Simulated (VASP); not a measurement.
# Br (Immm) in VASP: a series of runs, part 2 of 2

VASP 6.6.1. Earlier steps stand in the parts before.

## Step 3: Single point, PBE

INCAR reads:

```
ALGO     = Normal         # electronic algorithm
EDIFF    = 1E-6           # SCF threshold, eV
ENCUT    = 500            # plane-wave cutoff, eV
GGA      = PE             # functional
GGA_COMPAT= False        
ISIF     = 2              # what is computed and relaxed
ISMEAR   = 0              # smearing method
LASPH    = True           # aspherical terms in the spheres
LCHARG   = False          # write CHGCAR
LREAL    = False          # projectors in reciprocal space
LWAVE    = False          # write WAVECAR
NBANDS   = 10             # bands
NELM     = 120            # most SCF steps
PREC     = Accurate       # precision mode
SIGMA    = 0.1            # smearing width, eV
```

KPOINTS reads:

```
k-points
0
Gamma
  4 4 4
```

POSCAR reads:

```
Br
1.0
   -1.2867684050      1.7199972000      3.5779911600
    1.2867684050     -1.7199972000      3.5779911600
    1.2867684050      1.7199972000     -3.5779911600
Br
1
Direct
    0.5980000000      0.7910000000      0.6770000000
```

Potentials or basis: VASP PAW PBE potentials, release 64 (Br).

Launch:

```bash
> cat potpaw_PBE.64/Br/POTCAR > POTCAR
> mpirun -np 1 vasp_std > vasp.out
```

Wall time 5.9 s (1 thread of Intel Xeon 6975P-C (Granite Rapids), shared host); peak memory 0.16 GiB.

It converged, with:

```yaml
Free_energy: -1.4588 eV
Pressure: 3.4 GPa
```

Stress tensor (GPa, compression positive):
```
11.73  0.00  0.00
 0.00 -2.71  0.00
 0.00  0.00  1.22
```

Levels at points of the mesh, in eV from the Fermi level:
```
           k point  band 1  band 2  band 3  band 4  band 5  band 6
(0.00, 0.00, 0.00)  -15.31   -1.60   -0.73    4.58    5.71    9.62
(0.50, 0.00, 0.00)  -14.83   -3.79   -1.94    4.74    6.77   12.77
(0.00, 0.50, 0.00)  -12.41   -5.39   -0.18    1.17    7.88   12.10
(0.50, 0.50, 0.00)  -12.05   -4.99   -1.11    0.18    7.06    8.92
(0.50, 0.50, 0.50)  -15.10   -3.50   -0.98    4.47    7.65   11.75
```

Caveat: the k points lie up to 0.76 Å⁻¹ apart; an odd number of electrons without spin polarisation forces a metal; a magnetic or distorted state may lie lower.

## Step 4: Single point, PBE

INCAR reads:

```
ALGO = Normal
EDIFF = 1E-6
ENCUT = 500
GGA = PE
GGA_COMPAT = False
ISIF = 2
ISMEAR = 1
LASPH = True
LCHARG = False
LREAL = False
LWAVE = False
NBANDS = 10
NELM = 120
PREC = Accurate
SIGMA = 0.021
```

KPOINTS is that of step 3.

POSCAR, as its differences from that of step 3:

```diff
@@ -8,2 +8,2 @@
 Direct
-    0.5980000000      0.7910000000      0.6770000000
+    0.0000000000      0.0000000000      0.0000000000
```

Potentials or basis: VASP PAW PBE potentials, release 64 (Br).

Launch:

```bash
> cat potpaw_PBE.64/Br/POTCAR > POTCAR
> mpirun -np 1 vasp_std > vasp.out
```

OUTCAR:

```text
EDIFF = 1E-6
   ENCUT = 500
   GGA = PE
   ISIF = 2
   ISMEAR = 1
   LASPH = True
   LREAL = False
   NELM = 120
   PREC = Accurate

 ion  position               nearest neighbor table
   1  0.000  0.000  0.000-

  LATTYP: Found a body centered orthorhombic cell.
 ALAT       =     2.5735368100
 B/A-ratio  =     1.3366796957
 C/A-ratio  =     2.7806022794

  Lattice vectors:

 A1 = (  -1.2867684050,   1.7199972000,   3.5779911600)
 A2 = (   1.2867684050,  -1.7199972000,   3.5779911600)
 A3 = (   1.2867684050,   1.7199972000,  -3.5779911600)

Analysis of symmetry for initial positions (statically):
=====================================================================
 Subroutine PRICEL returns:
 Original cell was already a primitive cell.

 Routine SETGRP: Setting up the symmetry group for a
 body centered orthorhombic supercell.

 Subroutine GETGRP returns: Found  8 space group operations
 (whereof  8 operations were pure point group operations)
 out of a pool of  8 trial point group operations.

The static configuration has the point symmetry D_2h.

Analysis of symmetry for dynamics (positions and initial velocities):
[... 154 lines left out ...]
 fundamental gap:      0.1353726684
 Fermi energy:        -0.1273914987

 k-point     1 :       0.0000    0.0000    0.0000
  band No.  band energies     occupation
      1     -15.4050      2.00000
      2      -1.7070      2.00000
      3      -0.8108      2.00000
      4       4.4888      0.00000
      5       5.6136      0.00000
      6       9.5376      0.00000
      7      12.2517      0.00000
      8      13.4436      0.00000
      9      14.7334      0.00000
     10      20.3117      0.00000
[... 209 lines left out ...]
 k-point    18 :       0.5000    0.5000    0.5000
  band No.  band energies     occupation
      1     -15.1953      2.00000
      2      -3.6050      2.00000
      3      -1.0602      2.00000
      4       4.3774      0.00000
      5       7.5705      0.00000
      6      11.6493      0.00000
      7      12.8415      0.00000
      8      16.1858      0.00000
      9      17.1919      0.00000
     10      18.8453      0.00000

------------------------ aborting loop because EDIFF is reached ----------------------------------------

  FORCE on cell =-STRESS in cart. coord.  units (eV):
  Direction    XX          YY          ZZ          XY          YZ          ZX
  --------------------------------------------------------------------------------------
  -------------------------------------------------------------------------------------
  Total        2.3191673     -0.5380407      0.2254071      0.0000000      0.0000000      0.0000000
  in kB      117.3046648    -27.2143751     11.4012063      0.0000000      0.0000000      0.0000000
  external PRESSURE =      33.8304987 kB  Pullay stress =       0.0000000 kB

 VOLUME and BASIS-vectors are now :
 -----------------------------------------------------------------------------
  energy-cutoff  :      500.00
  volume of cell :       31.68
      direct lattice vectors                 reciprocal lattice vectors
    -1.286768405  1.719997200  3.577991160     0.000000000  0.290698148  0.139743218
     1.286768405 -1.719997200  3.577991160     0.388570312  0.000000000  0.139743218
     1.286768405  1.719997200 -3.577991160     0.388570312  0.290698148  0.000000000

 POSITION                                       TOTAL-FORCE (eV/Angst)
 -----------------------------------------------------------------------------------
      0.00000      0.00000      0.00000        -0.000000      0.000000      0.000000
 -----------------------------------------------------------------------------------
    total drift:                                0.000000      0.000000     -0.000000

  FREE ENERGIE OF THE ION-ELECTRON SYSTEM (eV)
  ---------------------------------------------------
  free  energy   TOTEN  =        -1.4493544779 eV

  energy  without entropy=       -1.4486224358  energy(sigma->0) =       -1.44911046
```

It took 5.4 s on 1 thread of Intel Xeon 6975P-C (Granite Rapids), shared host; peak memory 0.16 GiB.

What came out:

```yaml
Free_energy: -1.4494 eV
Pressure: 3.4 GPa
```

Stress tensor (GPa, compression positive):
```
11.73  0.00  0.00
 0.00 -2.72  0.00
 0.00  0.00  1.14
```

Levels at points of the mesh, in eV from the Fermi level:
```tsv
k point	band 1	band 2	band 3	band 4	band 5	band 6	band 7	band 8
(0.00, 0.00, 0.00)	-15.28	-1.58	-0.68	4.62	5.74	9.66	12.38	13.57
(0.50, 0.00, 0.00)	-14.79	-3.74	-1.92	4.77	6.80	12.81	13.74	15.28
(0.00, 0.50, 0.00)	-12.37	-5.35	-0.16	1.22	7.90	12.14	12.41	13.13
(0.50, 0.50, 0.00)	-12.01	-4.95	-1.06	0.20	7.11	8.95	13.96	14.93
(0.50, 0.50, 0.50)	-15.07	-3.48	-0.93	4.50	7.70	11.78	12.97	16.31
```

Caveat: the k points lie up to 0.76 Å⁻¹ apart; an odd number of electrons without spin polarisation forces a metal; a magnetic or distorted state may lie lower.

## Step 5: Summary

| level | smearing | gap on the mesh (eV) | pressure (GPa) |
| --- | --- | --- | --- |
| BLYP | gaussian 0.091 eV | none | 5.9 |
| PBE | gaussian 0.1 eV | none | 3.4 |
| PBE | methfessel-paxton 0.021 eV | none | 3.4 |

Alike in all rows: task single point; potentials or basis VASP PAW PBE potentials, release 64 (Br); no spin polarisation; cell as given; k mesh 4 × 4 × 4; cutoff (eV) 500.

Caveats: all runs use coarse meshes; an odd number of electrons without spin polarisation forces a metal; a magnetic or distorted state may lie lower; the PAW data sets were made with another functional, which shifts forces and pressure a little (some runs).

Absolute energies hang on the potentials; compare differences alone.
